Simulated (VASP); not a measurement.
Write the native input for VASP 6.6.1 that does the following.

```
Task                   : single point
Functional             : PBE
Potentials or basis    : VASP PAW PBE potentials, release 64 (Si)
Cutoff                 : 520 eV
k mesh                 : 8 × 8 × 6
Occupations            : gaussian, width 0.05 eV
Spin                   : no spin polarisation
Dipole correction      : no
Further INCAR settings : ALGO = Normal; EDIFF = 1e-07; NBANDS = 16
```

The structure of Si lies in POSCAR:

```
Si
1.0
    0.0000000000     -2.7347607592     -2.7347607592
    0.0000000000      2.7347607592     -2.7347607592
    5.4695215184      0.0000000000      0.0000000000
Si
4
Direct
    0.5045801877      0.5044096483      0.0000000000
   -0.0045801877     -0.0044096483      0.5000000000
    0.9993770898      0.4898373597      0.2500000000
    0.5006229102      0.0101626403      0.7500000000
```

This cell differs from its parent crystal: atoms displaced along several vibrational modes.

One way to write it, as run:

INCAR

```
SYSTEM = Si
ALGO     = Normal         ! electronic algorithm
EDIFF    = 1E-7           ! SCF threshold, eV
ENCUT    = 520            ! plane-wave cutoff, eV
GGA      = PE             ! functional
ISIF     = 2              ! what is computed and relaxed
ISMEAR   = 0              ! smearing method
LASPH    = .TRUE.         ! aspherical terms in the spheres
LCHARG   = .TRUE.         ! write CHGCAR
LELF     = .TRUE.         ! ELF
LREAL    = .FALSE.        ! projectors in reciprocal space
LVHAR    = .TRUE.       
LWAVE    = .FALSE.        ! write WAVECAR
NBANDS   = 16             ! bands
NELM     = 100            ! most SCF steps
PREC     = Accurate       ! precision mode
SIGMA    = 0.05           ! smearing width, eV
```

KPOINTS

```
k-points
0
G
  8 8 6
  0 0 0
```

Potentials or basis: VASP PAW PBE potentials, release 64 (Si).

Run with:

```bash
$ cat potpaw_PBE.64/Si/POTCAR > POTCAR
$ mpirun -np 1 vasp_std > vasp.out
```

It gave:

```yaml
Pressure: 0.0 GPa
Largest_force: 0.347 eV/Å
Band_gap_on_the_k_mesh: 0.61 eV
```

Caveat: the cell differs from its parent crystal (atoms displaced along several vibrational modes); semilocal functionals underestimate gaps, and a narrow one can read as zero.

Wall time 2.1 min on 1 thread of Intel(R) Xeon(R) Platinum 8488C (Sapphire Rapids), on a shared host, peak memory 0.26 GiB.
